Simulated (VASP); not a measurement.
A run of VASP 6.6.1:

The input INCAR:

```
PREC = Accurate
ENCUT = 520
EDIFF = 1E-6
ISMEAR = -1
SIGMA = 0.05
LREAL = F
LASPH = T
NELM = 100
ALGO = Normal
ISIF = 2
LWAVE = F
LCHARG = F
GGA = PE
NBANDS = 16
```

File KPOINTS:

```
Automatic mesh
0
Gamma
  9 9 7
```

Contents of POSCAR:

```
ScSi2
1.0
    3.6599987106      0.0000000000      0.0000000000
   -1.8299993553      3.1696518612      0.0000000000
    0.0000000000      0.0000000000      3.8700000000
Sc Si
1 2
Direct
    0.0000000000      0.0000000000      0.0000000000
    0.3333333333      0.6666666667      0.5000000000
    0.6666666667      0.3333333333      0.5000000000
```

Potentials or basis: VASP PAW PBE potentials, release 64 (Sc_sv, Si).

The run is started by

```bash
$ cat potpaw_PBE.64/Sc_sv/POTCAR potpaw_PBE.64/Si/POTCAR > POTCAR
$ mpirun -np 1 vasp_std > vasp.out
```

Hardware: 1 thread of Intel(R) Xeon(R) Platinum 8375C CPU @ 2.90GHz (Ice Lake), on a shared host.

Task: Estimate the wall time of this run.

Result: It took 24 s on 1 thread of Intel(R) Xeon(R) Platinum 8375C CPU @ 2.90GHz (Ice Lake), on a shared host, peak memory 0.17 GiB. Counts: scf iterations 13, k points 48.
